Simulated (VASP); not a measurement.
Write the native input for VASP 6.6.1 that does the following.

```yaml
Task: relaxation of cell and atoms
Functional: PBE
Potentials_or_basis: VASP PAW PBE potentials, release 64 (Al, Ru_pv)
Cutoff: 600 eV
k_mesh: 14 × 14 × 14
Occupations: gaussian, width 0.1 eV
Spin: no spin polarisation
Target_pressure: 1 GPa
Dipole_correction: no
Further_INCAR_settings: ALGO = Normal; EDIFF = 1e-06; IBRION = 2; EDIFFG = -0.008; NSW = 70; ISIF = 3
```

The structure of AlRu lies in POSCAR:

```
AlRu
1.0
    2.9940891926      0.0000000000      0.0000000000
    0.0000000000      2.9940891926      0.0000000000
    0.0000000000      0.0000000000      2.9940891926
Al Ru
1 1
Direct
    0.0000000000      0.0000000000      0.0000000000
    0.5000000000      0.5000000000      0.5000000000
```

One way to write it, as run:

INCAR

```
  PREC = Accurate
  ENCUT = 600
  EDIFF = 1E-6
  ISMEAR = 0
  SIGMA = 0.1
  LREAL = F
  LASPH = T
  NELM = 100
  ALGO = Normal
  ISIF = 3
  LWAVE = F
  LCHARG = F
  GGA = PE
  IBRION = 2
  NSW = 70
  EDIFFG = -0.008
  PSTRESS = 10.0
```

KPOINTS

```
Automatic mesh
0
Gamma
  14 14 14
```

Potentials or basis: VASP PAW PBE potentials, release 64 (Al, Ru_pv).

The run is started by

```sh
$ cat potpaw_PBE.64/Al/POTCAR potpaw_PBE.64/Ru_pv/POTCAR > POTCAR
$ mpirun -np 1 vasp_std > vasp.out
```

Results of the run:

```yaml
Relaxed_volume: 13.48 Å³/atom
Relaxed_cell: a = 2.999 Å, b = 2.999 Å, c = 2.999 Å, α = 90.00°, β = 90.00°, γ = 90.00°
Space_group_after_relaxing_to_0.1_Å: Pm-3m (No. 221)
Energy_change_on_relaxing_the_run_minimises_the_enthalpy: -0.6 meV/atom
Ionic_steps: 3
Pressure_after_relaxing: 1.0 GPa
Band_gap_on_the_k_mesh: zero (an odd number of electrons rules out a gap without spin polarisation)
```

Caveat: the cell is relaxed towards a set pressure, so the run minimises the enthalpy, not the energy.

Wall time 67 s on 1 thread of Intel Xeon 8259CL, on a shared host, peak memory 0.18 GiB.
